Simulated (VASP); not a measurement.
# Na3TeF (Pm-3m) in VASP: elastic constants with PBE

Aim: the elastic constants of Na3TeF with PBE.

Program: VASP 6.6.1. These are calculated values, not measurements. Logs are shortened: lines on timing, memory, paths and dates and some standing lists are left out, and cuts for length are marked.

## 1. The cell of the first run

Symmetry: Pm-3m, No. 221, cubic system. Conventional cell: a = 4.732 Å, b = 4.732 Å, c = 4.732 Å, α = 90.00°, β = 90.00°, γ = 90.00°. Na (site symmetry 4/mmm) has 2 F at 2.37 Å within 3.1 Å. Within 4.4 Å of Te (site symmetry m-3m) lie 12 Na at 3.35 Å and 8 F at 4.10 Å. Within 3.1 Å of F (site symmetry m-3m) lie 6 Na at 2.37 Å.

## 2. Elastic constants, PBE

Contents of INCAR:

```
  PREC = Accurate
  ENCUT = 600
  EDIFF = 1E-8
  ISMEAR = 0
  SIGMA = 0.01
  LREAL = False
  LASPH = True
  NELM = 100
  ALGO = Normal
  ISIF = 3
  LWAVE = False
  LCHARG = True
  GGA = PE
  IBRION = 6
  NFREE = 2
  POTIM = 0.015
  NSW = 1
```

Contents of KPOINTS:

```
Automatic mesh
0
Gamma
  6 6 6
```

Contents of POSCAR:

```
Na3TeF
1.0
    4.7320383243      0.0000000000      0.0000000000
    0.0000000000      4.7320383243      0.0000000000
    0.0000000000      0.0000000000      4.7320383243
Na Te F
3 1 1
Direct
    0.5000000000      0.0000000000      0.0000000000
    0.0000000000      0.5000000000      0.0000000000
    0.0000000000      0.0000000000      0.5000000000
    0.5000000000      0.5000000000      0.5000000000
    0.0000000000      0.0000000000      0.0000000000
```

Potentials or basis: VASP PAW PBE potentials, release 64 (Na_pv, Te, F).

Launch:

```bash
$ cat potpaw_PBE.64/Na_pv/POTCAR potpaw_PBE.64/Te/POTCAR potpaw_PBE.64/F/POTCAR > POTCAR
$ mpirun -np 1 vasp_std > vasp.out
```

OUTCAR:

```text
PREC = Accurate
   ENCUT = 600
   EDIFF = 1E-8
   ISMEAR = 0
   LREAL = False
   LASPH = True
   NELM = 100
   ISIF = 3
   GGA = PE
   IBRION = 6
   NFREE = 2
   POTIM = 0.015
   NSW = 1

 ion  position               nearest neighbor table
   1  0.500  0.000  0.000-
   2  0.000  0.500  0.000-
   3  0.000  0.000  0.500-
   4  0.500  0.500  0.500-
   5  0.000  0.000  0.000-

  LATTYP: Found a simple cubic cell.
 ALAT       =     4.7320383243

  Lattice vectors:

 A1 = (   4.7320383243,   0.0000000000,   0.0000000000)
 A2 = (   0.0000000000,   4.7320383243,   0.0000000000)
 A3 = (   0.0000000000,   0.0000000000,   4.7320383243)

Analysis of symmetry for initial positions (statically):
=====================================================================
 Subroutine PRICEL returns:
 Original cell was already a primitive cell.

 Routine SETGRP: Setting up the symmetry group for a
 simple cubic supercell.

 Subroutine GETGRP returns: Found 48 space group operations
 (whereof 48 operations were pure point group operations)
 out of a pool of 48 trial point group operations.

The static configuration has the point symmetry O_h .

Analysis of symmetry for dynamics (positions and initial velocities):
=====================================================================
 Subroutine PRICEL returns:
 Original cell was already a primitive cell.

 Routine SETGRP: Setting up the symmetry group for a
 simple cubic supercell.

 Subroutine GETGRP returns: Found 48 space group operations
 (whereof 48 operations were pure point group operations)
 out of a pool of 48 trial point group operations.

The dynamic configuration has the point symmetry O_h .

 Subroutine INISYM returns: Found 48 space group operations
 (whereof 48 operations are pure point group operations),
 and found     1 'primitive' translations

----------------------------------------------------------------------------------------

                                     Primitive cell

  volume of cell :     105.9607

  direct lattice vectors                    reciprocal lattice vectors
     4.732038324  0.000000000  0.000000000     0.211325423  0.000000000  0.000000000
     0.000000000  4.732038324  0.000000000     0.000000000  0.211325423  0.000000000
     0.000000000  0.000000000  4.732038324     0.000000000  0.000000000  0.211325423

  length of vectors
     4.732038324  4.732038324  4.732038324     0.211325423  0.211325423  0.211325423

  position of ions in fractional coordinates (direct lattice)
     0.500000000  0.000000000  0.000000000
     0.000000000  0.500000000  0.000000000
     0.000000000  0.000000000  0.500000000
     0.500000000  0.500000000  0.500000000
     0.000000000  0.000000000  0.000000000

  ion indices of the primitive-cell ions
   primitive index   ion index
                 1           1
                 2           2
                 3           3
                 4           4
                 5           5

----------------------------------------------------------------------------------------

 KPOINTS: Automatic mesh

[... 109 lines left out ...]
  ---------------------------------------------------
  free energy    TOTEN  =       -17.11383966 eV

  energy without entropy =      -17.11383966  energy(sigma->0) =      -17.11383966

------------------------ aborting loop because EDIFF is reached ----------------------------------------

  FORCE on cell =-STRESS in cart. coord.  units (eV):
  Direction    XX          YY          ZZ          XY          YZ          ZX
  --------------------------------------------------------------------------------------
  -------------------------------------------------------------------------------------
  Total       -0.0255025     -0.0255025     -0.0255025     -0.0000000     -0.0000000     -0.0000000
  in kB       -0.3856108     -0.3856108     -0.3856108     -0.0000000     -0.0000000     -0.0000000
  external PRESSURE =      -0.3856108 kB  Pullay stress =       0.0000000 kB
[... 98 lines left out ...]
  FREE ENERGIE OF THE ION-ELECTRON SYSTEM (eV)
  ---------------------------------------------------
  free  energy   TOTEN  =       -17.1098809736 eV

  energy  without entropy=      -17.1098809736  energy(sigma->0) =      -17.10988097

[... ionic steps 4 to 18 ...]

--------------------------------------- Ionic step       19  -------------------------------------------

 number of electron      33.9999998 magnetization

------------------------ aborting loop because EDIFF is reached ----------------------------------------
[... 73 lines left out ...]
--------------------------------------- Ionic step       21  -------------------------------------------

 number of electron      33.9999992 magnetization

 Free energy of the ion-electron system (eV)
  ---------------------------------------------------
  ext. energy  EPLUGINS =         0.00000000
  ---------------------------------------------------
  free energy    TOTEN  =       -17.11352435 eV

  energy without entropy =      -17.11352435  energy(sigma->0) =      -17.11352435

 E-fermi :   2.0207     XC(G=0):  -8.4514

 val. band max:        1.9651221647   @ k =   0.5000   0.5000   0.0000
 cond. band min:       4.0621821782   @ k =   0.0000   0.0000   0.0000
 fundamental gap:      2.0970600134
 Fermi energy:         2.0207371586

 k-point     1 :       0.0000    0.0000    0.0000
  band No.  band energies     occupation
      1     -21.2828      2.00000
      2     -21.2826      2.00000
      3     -21.2826      2.00000
      4     -21.2451      2.00000
      5     -21.2449      2.00000
      6     -21.2449      2.00000
[... 565 lines left out ...]
     20       7.1270      0.00000
     21       8.4575      0.00000

 [... further k-points ...]

------------------------ aborting loop because EDIFF is reached ----------------------------------------

  FORCE on cell =-STRESS in cart. coord.  units (eV):
  Direction    XX          YY          ZZ          XY          YZ          ZX
  --------------------------------------------------------------------------------------
  -------------------------------------------------------------------------------------
  Total       -0.0211347     -0.0244217     -0.0244217      0.0000000     -0.0000000     -0.0000000
  in kB       -0.3195672     -0.3692677     -0.3692677      0.0000000     -0.0000000     -0.0000000
  external PRESSURE =      -0.3527009 kB  Pullay stress =       0.0000000 kB
[... 20 lines left out ...]
  FREE ENERGIE OF THE ION-ELECTRON SYSTEM (eV)
  ---------------------------------------------------
  free  energy   TOTEN  =       -17.1135243516 eV

  energy  without entropy=      -17.1135243516  energy(sigma->0) =      -17.11352435

 INTERNAL STRAIN TENSORS FROM STRAINED CELLS
 ============================================

 INTERNAL STRAIN TENSOR FOR ION    1 for displacements in x,y,z  (eV/Angst):
          X           Y           Z          XY          YZ          ZX
  --------------------------------------------------------------------------------
  x     0.00000     0.00000     0.00000     0.00000     0.00000     0.00000
  y     0.00000     0.00000     0.00000     0.00000     0.00000     0.00000
  z     0.00000     0.00000     0.00000     0.00000     0.00000     0.00000

 INTERNAL STRAIN TENSORS FROM DISPLACED ATOMS
 ============================================

 INTERNAL STRAIN TENSOR FOR ION    1 for displacements in x,y,z  (eV/Angst):
          X           Y           Z          XY          YZ          ZX
  --------------------------------------------------------------------------------
  x     0.00000     0.00000     0.00000     0.00000     0.00000     0.00000
  y     0.00000     0.00000     0.00000     0.00000     0.00000     0.00000
  z     0.00000     0.00000     0.00000     0.00000     0.00000     0.00000

 INTERNAL STRAIN TENSOR FOR ION    5 for displacements in x,y,z  (eV/Angst):
          X           Y           Z          XY          YZ          ZX
  --------------------------------------------------------------------------------
  x     0.00000     0.00000     0.00000     0.00000     0.00000     0.00000
  y     0.00000     0.00000     0.00000     0.00000     0.00000     0.00000
  z     0.00000     0.00000     0.00000     0.00000     0.00000     0.00000

 Eigenvectors and eigenvalues of the dynamical matrix
 ----------------------------------------------------

   1 f  =    6.901058 THz    43.360624 2PiTHz  230.194503 cm-1    28.540468 meV
             X         Y         Z           dx          dy          dz
      2.366019  0.000000  0.000000     0.511232   -0.037605   -0.000000
      0.000000  2.366019  0.000000    -0.045944    0.418436   -0.000000
      0.000000  0.000000  2.366019    -0.045944   -0.037605   -0.000000
      2.366019  2.366019  2.366019     0.042783    0.035018   -0.000000
      0.000000  0.000000  0.000000    -0.575692   -0.471196    0.000000
[... 105 lines left out ...]
  15 f/i=    0.009526 THz     0.059853 2PiTHz    0.317748 cm-1     0.039396 meV
             X         Y         Z           dx          dy          dz
      2.366019  0.000000  0.000000    -0.052341    0.013204    0.321890
      0.000000  2.366019  0.000000    -0.052127    0.013259    0.321890
      0.000000  0.000000  2.366019    -0.052127    0.013204    0.323214
      2.366019  2.366019  2.366019    -0.122890    0.031129    0.758860
      0.000000  0.000000  0.000000    -0.047293    0.011980    0.292042

--------------------------------------------------------------------------------------------------------

 ELASTIC MODULI CONTR FROM IONIC RELAXATION (kBar)
 Direction    XX          YY          ZZ          XY          YZ          ZX
 --------------------------------------------------------------------------------
 XX           0.0000      0.0000      0.0000      0.0000      0.0000      0.0000
 YY           0.0000      0.0000      0.0000      0.0000      0.0000      0.0000
 ZZ           0.0000      0.0000      0.0000      0.0000      0.0000      0.0000
 XY           0.0000      0.0000      0.0000      0.0000      0.0000      0.0000
 YZ           0.0000      0.0000      0.0000      0.0000      0.0000      0.0000
 ZX           0.0000      0.0000      0.0000      0.0000      0.0000      0.0000
 --------------------------------------------------------------------------------

 TOTAL ELASTIC MODULI (kBar)
 Direction    XX          YY          ZZ          XY          YZ          ZX
 --------------------------------------------------------------------------------
 XX         560.4078    156.6915    156.6915      0.0000     -0.0000     -0.0000
 YY         156.6915    560.4078    156.6915     -0.0000      0.0000      0.0000
 ZZ         156.6915    156.6915    560.4078      0.0000     -0.0000     -0.0000
 XY           0.0000     -0.0000      0.0000    196.5155      0.0000      0.0000
 YZ          -0.0000      0.0000     -0.0000      0.0000    196.5155      0.0000
 ZX          -0.0000      0.0000     -0.0000      0.0000      0.0000    196.5155
 --------------------------------------------------------------------------------
```

Run time: 13 min. Hardware: 1 thread of Intel Xeon 6975P-C (Granite Rapids), shared host; peak memory 0.49 GiB.

What came out:

```
Elastic constants C11, C12, C44                         : 56, 16, 20 GPa
Voigt bulk modulus                                      : 29 GPa
Highest phonon frequency at Γ, LO-TO splitting left out : 230 cm⁻¹
```

Phonon frequencies in cm⁻¹ (negative: imaginary):
```tsv
q point	frequencies
(0.000, 0.000, 0.000)	0 0 0 102 102 102 116 116 116 183 183 183 230 230 230
```

Elastic tensor in Voigt notation (GPa, in the Cartesian axes of the cell as first typed):
```
56 16 16  0  0  0
16 56 16  0  0  0
16 16 56  0  0  0
 0  0  0 20  0  0
 0  0  0  0 20  0
 0  0  0  0  0 20
```

Clamped-ion elastic tensor (GPa):
```
56 16 16  0  0  0
16 56 16  0  0  0
16 16 56  0  0  0
 0  0  0 20  0  0
 0  0  0  0 20  0
 0  0  0  0  0 20
```

Caveat: spin-orbit coupling is left out, which moves the levels of the heavy elements.
